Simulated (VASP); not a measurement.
# Mn2F (P4/mmm) in VASP: notebook

The runs below take Mn2F through single point, relaxation of cell and atoms, with PBE.

Everything below comes from runs of VASP 6.6.1. Logs are shortened: lines on timing, memory, paths and dates and some standing lists are left out, and cuts for length are marked.

## 1. The cell of the first run

The structure is tetragonal, space group P4/mmm (No. 123). Conventional cell: a = 2.465 Å, b = 2.465 Å, c = 5.732 Å, α = 90.00°, β = 90.00°, γ = 90.00°. Mn (site symmetry 4mm) has 5 Mn at 2.20 to 2.47 Å and 4 F at 2.48 Å within 2.9 Å. Within 3.3 Å of F (site symmetry 4/mmm) lie 4 F at 2.47 Å and 8 Mn at 2.48 Å.

The cell was generated, and may not be a known phase.

## 2. Single point, PBE, collinear spin, ferromagnetic start

The input, INCAR:

```
PREC     = Accurate       # precision mode
ENCUT    = 520            # plane-wave cutoff, eV
EDIFF    = 1E-6           # SCF threshold, eV
ISMEAR   = 0              # smearing method
SIGMA    = 0.1            # smearing width, eV
LREAL    = F              # projectors in reciprocal space
LASPH    = T              # aspherical terms in the spheres
NELM     = 150            # most SCF steps
ALGO     = Fast           # electronic algorithm
ISIF     = 2              # what is computed and relaxed
LWAVE    = F              # write WAVECAR
LCHARG   = F              # write CHGCAR
ISPIN    = 2              # spin polarisation
MAGMOM   = -4 -4 0        # initial moments
LORBIT   = 11             # projections on sites
LMAXMIX  = 4              # l up to which the mixer works
GGA      = PE             # functional
NBANDS   = 28             # bands
```

The input, KPOINTS:

```
Automatic mesh
0
Gamma
  6 6 4
```

The input, POSCAR:

```
Mn2F
1.0
    2.4650529567      0.0000000000      0.0000000000
    0.0000000000      2.4650529567      0.0000000000
    0.0000000000      0.0000000000      5.7324175201
Mn F
2 1
Direct
    0.5000000000      0.5000000000      0.3081330109
    0.5000000000      0.5000000000      0.6918669891
    0.0000000000      0.0000000000      0.0000000000
```

Potentials or basis: VASP PAW PBE potentials, release 64 (Mn_pv, F).

Launch:

```console
cat potpaw_PBE.64/Mn_pv/POTCAR potpaw_PBE.64/F/POTCAR > POTCAR
mpirun -np 1 vasp_std > vasp.out
```

OUTCAR:

```text
PREC = Accurate
   ENCUT = 520
   EDIFF = 1E-6
   ISMEAR = 0
   LREAL = F
   LASPH = T
   NELM = 150
   ISIF = 2
   ISPIN = 2
   LORBIT = 11
   GGA = PE

 ion  position               nearest neighbor table
   1  0.500  0.500  0.308-   2 2.20   3 2.48   3 2.48   3 2.48   3 2.48
   2  0.500  0.500  0.692-   1 2.20   3 2.48   3 2.48   3 2.48   3 2.48
   3  0.000  0.000  0.000-   1 2.48   2 2.48   1 2.48   2 2.48   1 2.48   2 2.48   1 2.48   2 2.48

  LATTYP: Found a simple tetragonal cell.
 ALAT       =     2.4650529567
 C/A-ratio  =     2.3254743897

  Lattice vectors:

 A1 = (   2.4650529567,   0.0000000000,   0.0000000000)
 A2 = (   0.0000000000,   2.4650529567,   0.0000000000)
 A3 = (   0.0000000000,   0.0000000000,   5.7324175201)

Analysis of symmetry for initial positions (statically):
=====================================================================
 Subroutine PRICEL returns:
 Original cell was already a primitive cell.

 Routine SETGRP: Setting up the symmetry group for a
 simple tetragonal supercell.

 Subroutine GETGRP returns: Found 16 space group operations
 (whereof 16 operations were pure point group operations)
 out of a pool of 16 trial point group operations.

The static configuration has the point symmetry D_4h.

Analysis of symmetry for dynamics (positions and initial velocities):
=====================================================================
 Subroutine PRICEL returns:
 Original cell was already a primitive cell.

 Routine SETGRP: Setting up the symmetry group for a
 simple tetragonal supercell.

 Subroutine GETGRP returns: Found 16 space group operations
 (whereof 16 operations were pure point group operations)
 out of a pool of 16 trial point group operations.

The dynamic configuration has the point symmetry D_4h.

Analysis of structural, dynamic, and magnetic symmetry:
=====================================================================
 Subroutine PRICEL returns:
 Original cell was already a primitive cell.

 Routine SETGRP: Setting up the symmetry group for a
 simple tetragonal supercell.

 Subroutine GETGRP returns: Found 16 space group operations
 (whereof 16 operations were pure point group operations)
 out of a pool of 16 trial point group operations.

The overall configuration has the point symmetry D_4h.

 Subroutine INISYM returns: Found 16 space group operations
 (whereof 16 operations are pure point group operations),
 and found     1 'primitive' translations

----------------------------------------------------------------------------------------

                                     Primitive cell

  volume of cell :      34.8330

  direct lattice vectors                    reciprocal lattice vectors
     2.465052957  0.000000000  0.000000000     0.405670798  0.000000000  0.000000000
     0.000000000  2.465052957  0.000000000     0.000000000  0.405670798  0.000000000
     0.000000000  0.000000000  5.732417520     0.000000000  0.000000000  0.174446470

  length of vectors
     2.465052957  2.465052957  5.732417520     0.405670798  0.405670798  0.174446470

  position of ions in fractional coordinates (direct lattice)
     0.500000000  0.500000000  0.308133011
     0.500000000  0.500000000  0.691866989
     0.000000000  0.000000000  0.000000000

  ion indices of the primitive-cell ions
   primitive index   ion index
                 1           1
                 2           2
                 3           3

----------------------------------------------------------------------------------------

 KPOINTS: Automatic mesh

Automatic generation of k-mesh.
 Grid dimensions read from file:
 generate k-points for:    6    6    4

 Generating k-lattice:

  Cartesian coordinates                     Fractional coordinates (reciprocal lattice)
     0.067611800  0.000000000  0.000000000     0.166666667  0.000000000  0.000000000
     0.000000000  0.067611800  0.000000000     0.000000000  0.166666667  0.000000000
     0.000000000  0.000000000  0.043611617     0.000000000  0.000000000  0.250000000

  Length of vectors
     0.067611800  0.067611800  0.043611617

  Shift w.r.t. Gamma in fractional coordinates (k-lattice)
     0.000000000  0.000000000  0.000000000

 Subroutine IBZKPT returns following result:
 ===========================================

 Found     30 irreducible k-points:

 Following reciprocal coordinates:
            Coordinates               Weight
  0.000000  0.000000  0.000000      1.000000
  0.166667  0.000000  0.000000      4.000000
  0.333333  0.000000  0.000000      4.000000
  0.500000  0.000000  0.000000      2.000000
  0.166667  0.166667  0.000000      4.000000
  0.333333  0.166667  0.000000      8.000000
[... 16 lines left out ...]
  0.333333  0.000000  0.500000      4.000000
  0.500000  0.000000  0.500000      2.000000
 [... further k-points ...]
   k-points           NKPTS =     30   k-points in BZ     NKDIM =     30   number of bands    NBANDS=     28
   number of dos      NEDOS =    301   number of ions     NIONS =      3
   total plane-waves  NPLWV =  15552
   dimension x,y,z NGX =    18 NGY =   18 NGZ =   48
   dimension x,y,z NGXF=    36 NGYF=   36 NGZF=   96
   ions per type =               2   1
   NGX,Y,Z   is equivalent  to a cutoff of  12.14, 12.14, 13.92 a.u.
   NGXF,Y,Z  is equivalent  to a cutoff of  24.28, 24.28, 27.84 a.u.
 SYSTEM =  unknown system
   PREC   = accura    normal or accurate (medium, high low for compatibility)
   ISTART =      0    job   : 0-new  1-cont  2-samecut
   ICHARG =      2    charge: 1-file 2-atom 10-const
   ISPIN  =      2    spin polarized calculation?
   LNONCOLLINEAR =      F non collinear calculations
   LSORBIT =      F    spin-orbit coupling
   LASPH  =      T    aspherical Exc in radial PAW
   ENCUT  =  520.0 eV  38.22 Ry    6.18 a.u.   4.58  4.58 10.66*2*pi/ulx,y,z
   NELM   =    150;   NELMIN=  2; NELMDL= -5     # of ELM steps
   EDIFF  = 0.1E-05   stopping-criterion for ELM
   LREAL  =      F    real-space projection
   EDIFFG = 0.1E-04   stopping-criterion for IOM
   NSW    =      0    number of steps for IOM
   IBRION =     -1    ionic relax: 0-MD 1-quasi-New 2-CG
   NFREE  =      0    steps in history (QN), initial steepest desc. (CG)
   ISIF   =      2    stress and relaxation
   ISYM   =      2    0-nonsym 1-usesym 2-fastsym
   POTIM  = 0.5000    time-step for ionic-motion
   TEBEG  =    0.0;   TEEND  =   0.0 temperature during run
   PSTRESS=    0.0 pullay stress
   NELECT =      33.0000    total number of electrons
   NUPDOWN=      -1.0000    fix difference up-down
   EMIN   =  10.00;   EMAX   =-10.00  energy-range for DOS
   EFERMI =   0.00;   METHOD = LEGACY
   ISMEAR =     0;   SIGMA  =   0.10  broadening in eV -4-tet -1-fermi 0-gaus
   EFERMI_NEDOS =   21; number of points for ismear=-14 and -15
   IALGO  =     68    algorithm
   IMIX   =      4    mixing-type and parameters
     AMIX     =   0.40;   BMIX     =  1.00
     AMIX_MAG =   1.60;   BMIX_MAG =  1.00
  volume/ion in A,a.u.               =      11.61        78.35
  Fermi-wavevector in a.u.,A,eV,Ry     =   1.607864  3.038423 35.174153  2.585227
  Thomas-Fermi vector in A             =   2.703825
   LORBIT       =     11    0 simple, 1 ext, 2 COOP (PROOUT), +10 PAW based schemes
   GGA     = PE    functional components
   LHFCALC =     F    Hartree Fock is set to
   AEXX    =    0.0000 exact exchange contribution
   IVDW    =     0    specifies the selected vdW correction
   LEPSILON=     F    determine dielectric tensor
   LRPA    =     F    only Hartree local field effects (RPA)
 spin polarized calculation
 RMM-DIIS sequential band-by-band and
 Gauss-broadening in eV      SIGMA  =   0.10
  energy-cutoff  :      520.00
  volume of cell :       34.83
 maximum number of plane-waves:       969
   NGX =  9   NGY =  9   NGZ = 21

 number of electron      32.9999977 magnetization      -4.1543674

 Free energy of the ion-electron system (eV)
  ---------------------------------------------------
  ext. energy  EPLUGINS =         0.00000000
  ---------------------------------------------------
  free energy    TOTEN  =       -19.65536853 eV

  energy without entropy =      -19.63745957  energy(sigma->0) =      -19.64641405

 E-fermi :   7.1889     XC(G=0): -12.2161

 val. band max:        7.1768936874   @ k =   0.1667   0.0000   0.0000
 cond. band min:       7.1895763247   @ k =   0.5000   0.1667   0.5000
 fundamental gap:      0.0126826373
 Fermi energy:         7.1888775804

 spin component 1

 k-point     1 :       0.0000    0.0000    0.0000
  band No.  band energies     occupation
      1     -39.7654      1.00000
      2     -39.1598      1.00000
      3     -39.1229      1.00000
      4     -39.1229      1.00000
      5     -39.0616      1.00000
      6     -39.0616      1.00000
[... 20 lines left out ...]
     27      26.4697      0.00000
     28      26.4697      0.00000

 k-point     2 :       0.1667    0.0000    0.0000
  band No.  band energies     occupation
      1     -39.7509      1.00000
      2     -39.2403      1.00000
      3     -39.1744      1.00000
      4     -39.1486      1.00000
      5     -39.1131      1.00000
      6     -39.0524      1.00000
[... 20 lines left out ...]
     27      25.7503      0.00000
     28      26.9312      0.00000

 k-point     3 :       0.3333    0.0000    0.0000
  band No.  band energies     occupation
      1     -39.7219      1.00000
      2     -39.4714      1.00000
      3     -39.3937      1.00000
      4     -39.1291      1.00000
      5     -39.0935      1.00000
      6     -39.0338      1.00000
[... 616 lines left out ...]
      3     -39.3946      1.00000
      4     -39.1341      1.00000
      5     -39.0933      1.00000
      6     -39.0340      1.00000
[... 20 lines left out ...]
     27      25.3351      0.00000
     28      27.3930      0.00000

 k-point    24 :       0.5000    0.0000    0.5000
  band No.  band energies     occupation
      1     -39.7031      1.00000
      2     -39.5842      1.00000
      3     -39.5032      1.00000
      4     -39.1235      1.00000
      5     -39.0836      1.00000
      6     -39.0247      1.00000
[... 20 lines left out ...]
     27      24.0233      0.00000
     28      25.1371      0.00000

 [... further k-points ...]

 spin component 2

 k-point     1 :       0.0000    0.0000    0.0000
  band No.  band energies     occupation
      1     -41.8058      1.00000
      2     -41.3120      1.00000
      3     -41.3120      1.00000
      4     -41.2541      1.00000
      5     -41.2541      1.00000
      6     -41.2420      1.00000
[... 20 lines left out ...]
     27      25.7207      0.00000
     28      25.7207      0.00000

 k-point     2 :       0.1667    0.0000    0.0000
  band No.  band energies     occupation
      1     -41.7925      1.00000
      2     -41.4198      1.00000
      3     -41.3572      1.00000
      4     -41.3028      1.00000
      5     -41.2453      1.00000
      6     -41.2321      1.00000
[... 20 lines left out ...]
     27      25.3730      0.00000
     28      25.8961      0.00000

 k-point     3 :       0.3333    0.0000    0.0000
  band No.  band energies     occupation
      1     -41.7657      1.00000
      2     -41.6322      1.00000
      3     -41.5602      1.00000
      4     -41.2844      1.00000
      5     -41.2278      1.00000
      6     -41.2128      1.00000
[... 616 lines left out ...]
      3     -41.5610      1.00000
      4     -41.2843      1.00000
      5     -41.2279      1.00000
      6     -41.2171      1.00000
[... 20 lines left out ...]
     27      24.6173      0.00000
     28      26.9888      0.00000

 k-point    24 :       0.5000    0.0000    0.5000
  band No.  band energies     occupation
      1     -41.7486      1.00000
      2     -41.7361      1.00000
      3     -41.6612      1.00000
      4     -41.2751      1.00000
      5     -41.2192      1.00000
      6     -41.2071      1.00000
[... 20 lines left out ...]
     27      23.6225      0.00000
     28      24.5935      0.00000

 [... further k-points ...]
[... 5 lines left out ...]
  --------------------------------------------------------------------------------------
  -------------------------------------------------------------------------------------
  Total        0.0141669      0.0141669      0.0399025      0.0000000      0.0000000     -0.0000000
  in kB        0.6516197      0.6516197      1.8353584      0.0000000      0.0000000     -0.0000000
  external PRESSURE =       1.0461993 kB  Pullay stress =       0.0000000 kB

 VOLUME and BASIS-vectors are now :
 -----------------------------------------------------------------------------
  energy-cutoff  :      520.00
  volume of cell :       34.83
      direct lattice vectors                 reciprocal lattice vectors
     2.465052957  0.000000000  0.000000000     0.405670798  0.000000000  0.000000000
     0.000000000  2.465052957  0.000000000     0.000000000  0.405670798  0.000000000
     0.000000000  0.000000000  5.732417520     0.000000000  0.000000000  0.174446470

 POSITION                                       TOTAL-FORCE (eV/Angst)
 -----------------------------------------------------------------------------------
      1.23253      1.23253      1.76635         0.000000      0.000000     -0.072175
      1.23253      1.23253      3.96607         0.000000      0.000000      0.072175
      0.00000      0.00000      0.00000         0.000000      0.000000      0.000000
 -----------------------------------------------------------------------------------
    total drift:                                0.000000      0.000000      0.000000

  FREE ENERGIE OF THE ION-ELECTRON SYSTEM (eV)
  ---------------------------------------------------
  free  energy   TOTEN  =       -19.6553685336 eV

  energy  without entropy=      -19.6374595747  energy(sigma->0) =      -19.64641405

 total charge

# of ion       s       p       d       tot
------------------------------------------
    1        0.346   6.185   5.191  11.722
    2        0.346   6.185   5.191  11.722
    3        1.752   4.300   0.000   6.052
--------------------------------------------------
tot          2.444  16.670  10.381  29.495

 magnetization (x)

# of ion       s       p       d       tot
------------------------------------------
    1       -0.001  -0.002  -1.975  -1.978
    2       -0.001  -0.002  -1.975  -1.978
    3       -0.009  -0.067   0.000  -0.076
--------------------------------------------------
tot         -0.011  -0.071  -3.950  -4.032
```

Wall time 70 s (1 thread of Oxide Virtual Turin-like, shared host); peak memory 0.14 GiB.

What came out:

```yaml
Free_energy: -19.6554 eV
Pressure: 0.1 GPa
Largest_force: 0.072 eV/Å
Net_moment: -4.15 μB per cell
Site_moments: Mn -1.98; F -0.08 μB
Valence_electrons_inside_the_program's_atomic_spheres: Mn 11.72; F 6.05
```

Forces on the atoms (eV/Å):
```
Mn   0.000  0.000 -0.072
Mn   0.000  0.000  0.072
F    0.000  0.000  0.000
```

Caveat: the k points lie up to 0.42 Å⁻¹ apart; the run started ferromagnetic, and an antiferromagnetic order may lie lower in energy. With open d or f shells a metallic result of PBE can be an artefact of self-interaction; +U or a hybrid may open a gap.

## 3. Relaxation of cell and atoms, PBE, collinear spin, ferromagnetic start

This run uses another cell than the first one, of 11.69 Å³/atom.

The input, INCAR:

```
ALGO = Normal
EDIFF = 1E-6
EDIFFG = -0.04
ENCUT = 600
GGA = PE
IBRION = 2
ISIF = 3
ISMEAR = 0
ISPIN = 2
LASPH = True
LCHARG = False
LMAXMIX = 4
LORBIT = 11
LREAL = False
LWAVE = False
MAGMOM = -4 -4 0
NELM = 150
NSW = 90
PREC = Accurate
SIGMA = 0.1
```

The input, KPOINTS:

```
k-points
0
Gamma
  6 6 4
```

The input, POSCAR:

```
Mn2F
1.0
    2.5713489100      0.0000000000      0.0000000000
    0.0000000000      2.5713489100      0.0000000000
    0.0000000000      0.0000000000      5.3053382600
Mn F
2 1
Direct
    0.5000000000      0.5000000000      0.2949999900
    0.5000000000      0.5000000000      0.7050000100
    0.0000000000      0.0000000000      0.0000000000
```

Potentials or basis: VASP PAW PBE potentials, release 64 (Mn_pv, F).

Launch:

```console
cat potpaw_PBE.64/Mn_pv/POTCAR potpaw_PBE.64/F/POTCAR > POTCAR
mpirun -np 1 vasp_std > vasp.out
```

It took 17 min on 1 thread of Oxide Virtual Turin-like, shared host; peak memory 0.18 GiB.

The run converged. Its results:

| Property | Result |
| --- | --- |
| Free energy | -20.0047 eV |
| Relaxed volume | 14.48 Å³/atom |
| Relaxed cell | a = 2.698 Å, b = 2.698 Å, c = 5.967 Å, α = 90.00°, β = 90.00°, γ = 90.00° |
| Space group after relaxing (to 0.1 Å) | P4/mmm (No. 123) |
| Energy gained by relaxing | 174.9 meV/atom |
| Ionic steps | 11 |
| Pressure after relaxing | 0.1 GPa |
| Largest force after relaxing | 0.023 eV/Å |
| Net moment | -8.27 μB per cell |
| Site moments | Mn -3.88; F -0.09 μB |
| Valence electrons inside the program's atomic spheres | Mn 11.45; F 6.04 |

Forces on the atoms (eV/Å):
```
Mn   0.000  0.000 -0.023
Mn   0.000  0.000  0.023
F    0.000  0.000  0.000
```

Stress tensor (GPa, compression positive):
```
-0.09  0.00  0.00
 0.00 -0.09  0.00
 0.00  0.00  0.34
```

The path:
```
step  energy change (eV)  largest force (eV/Å)  pressure (GPa)  volume (Å³)
   1              0.0000                0.0412            5.20        35.08
   2             -0.1923                0.8844           11.18        36.99
   3             -0.1125                0.8030            0.75        42.53
   4             -0.3207                0.9505            8.34        39.12
   5             -0.4144                0.6140            1.83        41.89
   6             -0.4162                0.5876            1.13        42.25
   7             -0.4620                0.4840            0.89        42.50
   8             -0.5213                0.1546            0.68        43.09
   9             -0.5242                0.0548            0.42        43.24
  10             -0.5242                0.0435            0.37        43.26
  11             -0.5247                0.0225            0.05        43.43
```

Final structure:
```xyz
3
Lattice="2.6977 0.0000 0.0000 0.0000 2.6977 0.0000 0.0000 0.0000 5.9670" Properties=species:S:1:pos:R:3 pbc="T T T"
Mn    1.3488    1.3488    1.6877
Mn    1.3488    1.3488    4.2793
F     0.0000    0.0000    0.0000
```

Levels at points of the mesh, in eV from the Fermi level:
Spin up:
```tsv
k point	band 8	band 9	band 10	band 11	band 12	band 13	band 14	band 15	band 16	band 17
(0.00, 0.00, 0.00)	-7.45	-5.15	-5.15	-5.05	-0.82	-0.75	-0.44	-0.39	2.06	2.06
(0.50, 0.00, 0.00)	-7.77	-6.57	-4.90	-1.43	-0.96	-0.45	0.20	1.59	1.85	2.02
(0.50, 0.50, 0.00)	-7.03	-7.03	-6.20	-0.95	0.32	0.33	0.33	0.55	1.56	1.56
(0.00, 0.00, 0.50)	-7.74	-5.14	-5.14	-3.75	-2.34	-0.69	-0.46	-0.06	1.19	1.99
(0.50, 0.00, 0.50)	-7.74	-6.58	-4.90	-1.40	-1.37	-0.18	0.41	1.16	1.90	2.18
(0.50, 0.50, 0.50)	-7.02	-7.02	-6.24	-0.21	-0.20	0.11	0.11	0.96	1.95	2.01
```
Spin down:
```
           k point  band 16  band 17  band 18  band 19  band 20  band 21  band 22  band 23  band 24
(0.00, 0.00, 0.00)    -1.76    -1.76    -1.41    -1.41    -1.19    -1.13     1.23     1.83    12.23
(0.50, 0.00, 0.00)    -1.86    -1.83    -1.83    -1.32    -0.83     0.09     2.10     3.99     4.91
(0.50, 0.50, 0.00)    -2.23    -2.23    -0.88    -0.28    -0.24     4.61     4.61     6.42     6.42
(0.00, 0.00, 0.50)    -1.93    -1.93    -1.34    -1.25    -1.25    -1.18    -1.14     6.07     7.42
(0.50, 0.00, 0.50)    -2.00    -1.78    -1.73    -1.40    -0.85     1.56     2.04     2.50     4.85
(0.50, 0.50, 0.50)    -1.69    -1.69    -1.52    -0.28    -0.24     3.94     3.94     6.01     7.16
```

Caveat: the k points lie up to 0.39 Å⁻¹ apart in the final cell; the volume moved by over 15 % at a fixed basis, so the end points are rough; the run started ferromagnetic, and an antiferromagnetic order may lie lower in energy. With open d or f shells a metallic result of PBE can be an artefact of self-interaction; +U or a hybrid may open a gap.
